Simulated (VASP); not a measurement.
Input of a VASP 6.6.1 run:

The input INCAR:

```
PREC     = Accurate       # precision mode
ENCUT    = 600            # plane-wave cutoff, eV
EDIFF    = 1E-6           # SCF threshold, eV
ISMEAR   = 0              # smearing method
SIGMA    = 0.1            # smearing width, eV
LREAL    = False          # projectors in reciprocal space
LASPH    = True           # aspherical terms in the spheres
NELM     = 80             # most SCF steps
ALGO     = Normal         # electronic algorithm
ISIF     = 4              # what is computed and relaxed
LWAVE    = False          # write WAVECAR
LCHARG   = False          # write CHGCAR
GGA      = PS             # functional
IBRION   = 2              # ionic algorithm
NSW      = 50             # ionic steps
EDIFFG   = -0.01          # ionic threshold
```

KPOINTS

```
Automatic mesh
0
Gamma
  12 12 8
```

Contents of POSCAR:

```
Y
1.0
    3.5614277976      0.0000000000      0.0000000000
   -1.7807138988      3.0842869465      0.0000000000
    0.0000000000      0.0000000000      5.5289502278
Y
2
Direct
    0.3333333333      0.6666666667      0.2500000000
    0.6666666667      0.3333333333      0.7500000000
```

Potentials or basis: VASP PAW PBE potentials, release 64 (Y_sv).

The run is started by

```bash
$ cat potpaw_PBE.64/Y_sv/POTCAR > POTCAR
$ mpirun -np 1 vasp_std > vasp.out
```

**Question.** Estimate the band gap on the k mesh.

**Answer.** Zero (bands 11 and 12 overlap by 1.68 eV).

Final structure:
```
CELL_PARAMETERS angstrom
3.56143 0.00000 0.00000
-1.78071 3.08429 0.00000
0.00000 0.00000 5.52895
ATOMIC_POSITIONS crystal
Y 0.33333 0.66667 0.25000
Y 0.66667 0.33333 0.75000
```
